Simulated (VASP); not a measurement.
# Ti (Immm) in VASP: single point with r2SCAN

Aim: the single point of Ti with r2SCAN.

Program: VASP 6.6.1. These are calculated values, not measurements. Logs are shortened: lines on timing, memory, paths and dates and some standing lists are left out, and cuts for length are marked.

**1. The cell of the first run**

It takes space group Immm (No. 71, orthorhombic). Conventional cell: a = 2.763 Å, b = 2.979 Å, c = 4.060 Å, α = 90.00°, β = 90.00°, γ = 90.00°. Within 3.6 Å of Ti (site symmetry mmm) lie 12 Ti at 2.76 to 2.98 Å.

**2. Single point, r2SCAN (strain +0.0750 x Voigt [0, 0, 0, 0, 0, 1])**

The input, POSCAR:

```
Ti
1.0
    0.0761250000      2.0300000000      2.0300000000
    2.0300000000      0.0761250000      2.0300000000
    2.1061250000      2.1061250000      0.0000000000
Ti
1
Direct
    0.0000000000      0.0000000000      0.0000000000
```

The input, INCAR.step1:

```
SYSTEM = Ti
PREC = Accurate
ENCUT = 520
ISMEAR = 0
SIGMA = 0.15
LREAL = .FALSE.
LASPH = .TRUE.
NELM = 80
NBANDS = 12
GGA = PE
ALGO = Normal
EDIFF = 1E-4
LWAVE = .TRUE.
LCHARG = .FALSE.
```

The input, INCAR.step2:

```
SYSTEM = Ti
PREC = Accurate
ENCUT = 520
EDIFF = 1E-7
ISMEAR = 0
SIGMA = 0.15
LREAL = .FALSE.
LASPH = .TRUE.
NELM = 80
ALGO = Normal
ISIF = 2
LWAVE = .FALSE.
LCHARG = .TRUE.
METAGGA = R2SCAN
LMIXTAU = .TRUE.
LELF = .TRUE.
LVHAR = .TRUE.
NBANDS = 12
ISTART = 1
```

The input, KPOINTS:

```
Automatic mesh
0
G
  20 20 20
  0 0 0
```

Potentials or basis: VASP PAW PBE potentials, release 64 (Ti_sv).

Started as:

```sh
cat potpaw_PBE.64/Ti_sv/POTCAR > POTCAR
cp INCAR.step1 INCAR
mpirun -np 1 vasp_std > vasp.out
cp INCAR.step2 INCAR
mpirun -np 1 vasp_std > vasp.out
```

OUTCAR:

```text
SYSTEM = Ti
   PREC = Accurate
   ENCUT = 520
   EDIFF = 1E-7
   ISMEAR = 0
   LREAL = .FALSE.
   LASPH = .TRUE.
   NELM = 80
   ISIF = 2
   METAGGA = R2SCAN
   ISTART = 1

 ion  position               nearest neighbor table
   1  0.000  0.000  0.000-

  LATTYP: Found a body centered orthorhombic cell.
 ALAT       =     2.7631965242
 B/A-ratio  =     1.0779220779
 C/A-ratio  =     1.4693127921

  Lattice vectors:

 A1 = (   2.0300000000,   0.0761250000,  -2.0300000000)
 A2 = (  -2.0300000000,  -0.0761250000,  -2.0300000000)
 A3 = (   0.0761250000,   2.0300000000,   2.0300000000)

Analysis of symmetry for initial positions (statically):
=====================================================================
 Subroutine PRICEL returns:
 Original cell was already a primitive cell.

 Routine SETGRP: Setting up the symmetry group for a
 body centered orthorhombic supercell.

 Subroutine GETGRP returns: Found  8 space group operations
 (whereof  8 operations were pure point group operations)
 out of a pool of  8 trial point group operations.

The static configuration has the point symmetry D_2h.

Analysis of symmetry for dynamics (positions and initial velocities):
=====================================================================
 Subroutine PRICEL returns:
 Original cell was already a primitive cell.

 Routine SETGRP: Setting up the symmetry group for a
 body centered orthorhombic supercell.

 Subroutine GETGRP returns: Found  8 space group operations
 (whereof  8 operations were pure point group operations)
 out of a pool of  8 trial point group operations.

The dynamic configuration has the point symmetry D_2h.

 Subroutine INISYM returns: Found  8 space group operations
 (whereof  8 operations are pure point group operations),
 and found     1 'primitive' translations

----------------------------------------------------------------------------------------

                                     Primitive cell

  volume of cell :      16.7073

  direct lattice vectors                    reciprocal lattice vectors
     0.076125000  2.030000000  2.030000000    -0.255901734  0.255901734  0.246305419
     2.030000000  0.076125000  2.030000000     0.255901734 -0.255901734  0.246305419
     2.106125000  2.106125000  0.000000000     0.237402813  0.237402813 -0.246305419

  length of vectors
     2.871862639  2.871862639  2.978510539     0.437764496  0.437764496  0.416397107

  position of ions in fractional coordinates (direct lattice)
     0.000000000  0.000000000  0.000000000

  ion indices of the primitive-cell ions
   primitive index   ion index
                 1           1

----------------------------------------------------------------------------------------

 KPOINTS: Automatic mesh

Automatic generation of k-mesh.
 Grid dimensions read from file:
 generate k-points for:   20   20   20

 Generating k-lattice:

  Cartesian coordinates                     Fractional coordinates (reciprocal lattice)
    -0.012795087  0.012795087  0.012315271     0.050000000  0.000000000  0.000000000
     0.012795087 -0.012795087  0.012315271     0.000000000  0.050000000  0.000000000
     0.011870141  0.011870141 -0.012315271     0.000000000  0.000000000  0.050000000

  Length of vectors
     0.021888225  0.021888225  0.020819855

  Shift w.r.t. Gamma in fractional coordinates (k-lattice)
     0.000000000  0.000000000  0.000000000

 Subroutine IBZKPT returns following result:
 ===========================================

 Found   1166 irreducible k-points:

 Following reciprocal coordinates:
            Coordinates               Weight
  0.000000  0.000000  0.000000      1.000000
  0.050000  0.000000  0.000000      4.000000
  0.100000  0.000000  0.000000      4.000000
  0.150000 -0.000000  0.000000      4.000000
  0.200000  0.000000  0.000000      4.000000
  0.250000  0.000000  0.000000      4.000000
[... 16 lines left out ...]
 -0.400000  0.050000  0.000000      4.000000
 -0.350000  0.050000  0.000000      4.000000
 [... further k-points ...]
   k-points           NKPTS =   1166   k-points in BZ     NKDIM =   1166   number of bands    NBANDS=     12
   number of dos      NEDOS =    301   number of ions     NIONS =      1
   total plane-waves  NPLWV =  13824
   dimension x,y,z NGX =    24 NGY =   24 NGZ =   24
   dimension x,y,z NGXF=    48 NGYF=   48 NGZF=   48
   ions per type =               1
   NGX,Y,Z   is equivalent  to a cutoff of  13.89, 13.89, 13.40 a.u.
   NGXF,Y,Z  is equivalent  to a cutoff of  27.79, 27.79, 26.79 a.u.
 SYSTEM =  Ti
   PREC   = accura    normal or accurate (medium, high low for compatibility)
   ISTART =      1    job   : 0-new  1-cont  2-samecut
   ICHARG =      0    charge: 1-file 2-atom 10-const
   ISPIN  =      1    spin polarized calculation?
   LNONCOLLINEAR =      F non collinear calculations
   LSORBIT =      F    spin-orbit coupling
   LASPH  =      T    aspherical Exc in radial PAW
   ENCUT  =  520.0 eV  38.22 Ry    6.18 a.u.   5.34  5.34  5.54*2*pi/ulx,y,z
   NELM   =     80;   NELMIN=  2; NELMDL=  0     # of ELM steps
   EDIFF  = 0.1E-06   stopping-criterion for ELM
   LREAL  =      F    real-space projection
   EDIFFG = 0.1E-05   stopping-criterion for IOM
   NSW    =      0    number of steps for IOM
   IBRION =     -1    ionic relax: 0-MD 1-quasi-New 2-CG
   NFREE  =      0    steps in history (QN), initial steepest desc. (CG)
   ISIF   =      2    stress and relaxation
   ISYM   =      2    0-nonsym 1-usesym 2-fastsym
   POTIM  = 0.5000    time-step for ionic-motion
   TEBEG  =    0.0;   TEEND  =   0.0 temperature during run
   PSTRESS=    0.0 pullay stress
   NELECT =      12.0000    total number of electrons
   NUPDOWN=      -1.0000    fix difference up-down
   EMIN   =  10.00;   EMAX   =-10.00  energy-range for DOS
   EFERMI =   0.00;   METHOD = LEGACY
   ISMEAR =     0;   SIGMA  =   0.15  broadening in eV -4-tet -1-fermi 0-gaus
   EFERMI_NEDOS =   21; number of points for ismear=-14 and -15
   IALGO  =     38    algorithm
   IMIX   =      4    mixing-type and parameters
     AMIX     =   0.40;   BMIX     =  1.00
     AMIX_MAG =   1.60;   BMIX_MAG =  1.00
  volume/ion in A,a.u.               =      16.71       112.75
  Fermi-wavevector in a.u.,A,eV,Ry     =   1.466109  2.770544 29.245391  2.149476
  Thomas-Fermi vector in A             =   2.581886
   LORBIT       =      0    0 simple, 1 ext, 2 COOP (PROOUT), +10 PAW based schemes
   METAGGA = R2SCAN    functional components
   LHFCALC =     F    Hartree Fock is set to
   AEXX    =    0.0000 exact exchange contribution
   IVDW    =     0    specifies the selected vdW correction
   LEPSILON=     F    determine dielectric tensor
   LRPA    =     F    only Hartree local field effects (RPA)
 non-spin polarized calculation
 Gauss-broadening in eV      SIGMA  =   0.15
  energy-cutoff  :      520.00
  volume of cell :       16.71
 maximum number of plane-waves:       467
 NGX is ok and might be reduce to    24
   NGX = 11   NGY = 11   NGZ = 11

 number of electron      11.9999997 magnetization

 Free energy of the ion-electron system (eV)
  ---------------------------------------------------
  ext. energy  EPLUGINS =         0.00000000
  ---------------------------------------------------
  free energy    TOTEN  =       -12.85677890 eV

  energy without entropy =      -12.84026945  energy(sigma->0) =      -12.84852417

 E-fermi :   8.6710     XC(G=0): -12.6083

 val. band max:        8.6667555817   @ k =  -0.1500   0.0000   0.1500
 cond. band min:       8.6719728826   @ k =   0.1000   0.0500   0.2500
 fundamental gap:      0.0052173009
 Fermi energy:         8.6709867398

 k-point     1 :       0.0000    0.0000    0.0000
  band No.  band energies     occupation
      1     -50.3116      2.00000
      2     -25.1064      2.00000
      3     -25.0688      2.00000
      4     -25.0123      2.00000
      5       2.1063      2.00000
      6       9.2842      0.00000
      7       9.5900      0.00000
      8      10.1132      0.00000
      9      11.6180      0.00000
     10      11.6315      0.00000
     11      24.5556      0.00000
     12      28.6383      0.00000

 k-point     2 :       0.0500    0.0000    0.0000
  band No.  band energies     occupation
      1     -50.3073      2.00000
      2     -25.1087      2.00000
      3     -25.0779      2.00000
      4     -25.0290      2.00000
      5       2.1988      2.00000
      6       9.3210      0.00000
      7       9.6072      0.00000
      8      10.0746      0.00000
      9      11.5823      0.00000
     10      11.6008      0.00000
     11      24.6623      0.00000
     12      28.7140      0.00000

 k-point     3 :       0.1000    0.0000    0.0000
  band No.  band energies     occupation
      1     -50.2950      2.00000
      2     -25.1228      2.00000
      3     -25.1156      2.00000
      4     -25.0583      2.00000
      5       2.4705      2.00000
      6       9.4216      0.00000
      7       9.5855      0.00000
      8      10.0390      0.00000
      9      11.4901      0.00000
     10      11.5203      0.00000
     11      24.9342      0.00000
     12      28.0196      0.00000
[... 286 lines left out ...]
 k-point    23 :      -0.4000    0.0500    0.0000
  band No.  band energies     occupation
      1     -50.1446      2.00000
      2     -25.8473      2.00000
      3     -25.1973      2.00000
      4     -25.1921      2.00000
      5       5.8341      2.00000
      6       9.1193      0.00002
      7       9.3123      0.00000
      8       9.8794      0.00000
      9      12.2303      0.00000
     10      12.9399      0.00000
     11      18.8414      0.00000
     12      23.9389      0.00000

 k-point    24 :      -0.3500    0.0500    0.0000
  band No.  band energies     occupation
      1     -50.1613      2.00000
      2     -25.7704      2.00000
      3     -25.1854      2.00000
      4     -25.1793      2.00000
      5       5.5523      2.00000
      6       8.8304      0.13279
      7       9.4249      0.00000
      8       9.9886      0.00000
      9      11.9039      0.00000
     10      12.6602      0.00000
     11      19.9130      0.00000
     12      24.3513      0.00000

 [... further k-points ...]

------------------------ aborting loop because EDIFF is reached ----------------------------------------

  FORCE on cell =-STRESS in cart. coord.  units (eV):
  Direction    XX          YY          ZZ          XY          YZ          ZX
  --------------------------------------------------------------------------------------
  -------------------------------------------------------------------------------------
  Total        0.5279708      0.5279708      0.5121051     -0.5375235      0.0000000      0.0000000
  in kB       50.6306568     50.6306568     49.1091902    -51.5467260      0.0000000      0.0000000
  external PRESSURE =      50.1235013 kB  Pullay stress =       0.0000000 kB

 VOLUME and BASIS-vectors are now :
 -----------------------------------------------------------------------------
  energy-cutoff  :      520.00
  volume of cell :       16.71
      direct lattice vectors                 reciprocal lattice vectors
     0.076125000  2.030000000  2.030000000    -0.255901734  0.255901734  0.246305419
     2.030000000  0.076125000  2.030000000     0.255901734 -0.255901734  0.246305419
     2.106125000  2.106125000  0.000000000     0.237402813  0.237402813 -0.246305419

 POSITION                                       TOTAL-FORCE (eV/Angst)
 -----------------------------------------------------------------------------------
      0.00000      0.00000      0.00000         0.000000      0.000000      0.000000
 -----------------------------------------------------------------------------------
    total drift:                               -0.000000      0.000000      0.000000

  FREE ENERGIE OF THE ION-ELECTRON SYSTEM (eV)
  ---------------------------------------------------
  free  energy   TOTEN  =       -12.8567788972 eV

  energy  without entropy=      -12.8402694482  energy(sigma->0) =      -12.84852417
```

It took 9.5 min on 1 thread of Intel Xeon Platinum 8259CL at 2.50GHz (Skylake/Cascade Lake), shared host; peak memory 0.34 GiB.

Results:

```
Free energy            : -12.8568 eV
Pressure               : 5.0 GPa
Band gap on the k mesh : zero (bands 6 and 7 overlap by 1.34 eV)
```

Stress tensor (GPa, compression positive):
```
 5.06 -5.15  0.00
-5.15  5.06  0.00
 0.00  0.00  4.91
```

Caveat: the cell differs from its parent crystal (strain +0.0750 x Voigt [0, 0, 0, 0, 0, 1]); the cell stands under pressure; the PAW data sets were made with another functional, which shifts forces and pressure a little.
